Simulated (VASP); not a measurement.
Wanted: the native input for a VASP 6.6.1 run.

```
Task                   : single point
Functional             : PBE
Dispersion             : D3(BJ)
Potentials or basis    : VASP PAW PBE potentials, release 64 (Ta_pv, Te)
Cutoff                 : 520 eV
k mesh                 : 8 × 8 × 8
Occupations            : fermi-dirac, width 0.05 eV
Spin                   : no spin polarisation
Dipole correction      : no
Further INCAR settings : ALGO = Normal; EDIFF = 1e-07; NBANDS = 16
```

The structure of TaTe lies in POSCAR:

```
TaTe
1.0
    3.3780904685      0.0000000000      0.0000000000
    0.0000000000      3.3780904685      0.0000000000
    0.0000000000      0.0000000000      3.3780904685
Ta Te
1 1
Direct
    0.5000000000      0.5000000000      0.5000000000
    0.0000000000      0.0000000000      0.0000000000
```

These files were run (other wordings do the same):

INCAR

```
SYSTEM = TaTe
PREC = Accurate ; ENCUT = 520
EDIFF = 1E-7 ; ISMEAR = -1
SIGMA = 0.05 ; LREAL = .FALSE.
LASPH = .TRUE. ; NELM = 80
ALGO = Normal ; ISIF = 2
LWAVE = .FALSE. ; LCHARG = .TRUE.
GGA = PE ; IVDW = 12
LELF = .TRUE. ; LVHAR = .TRUE.
NBANDS = 16
```

KPOINTS

```
Automatic mesh
0
G
  8 8 8
  0 0 0
```

Potentials or basis: VASP PAW PBE potentials, release 64 (Ta_pv, Te).

Command:

```console
$ cat potpaw_PBE.64/Ta_pv/POTCAR potpaw_PBE.64/Te/POTCAR > POTCAR
$ mpirun -np 1 vasp_std > vasp.out
```

It gave:

The pressure is 0.0 GPa. The dispersion energy per atom is -0.685 eV.

Caveat: pairwise dispersion overbinds metals, which lowers pressure and volume.

It took 41 s on 1 thread of Intel(R) Xeon(R) Platinum 8175M CPU @ 2.50GHz (Skylake/Cascade Lake), on a shared host, peak memory 0.17 GiB.
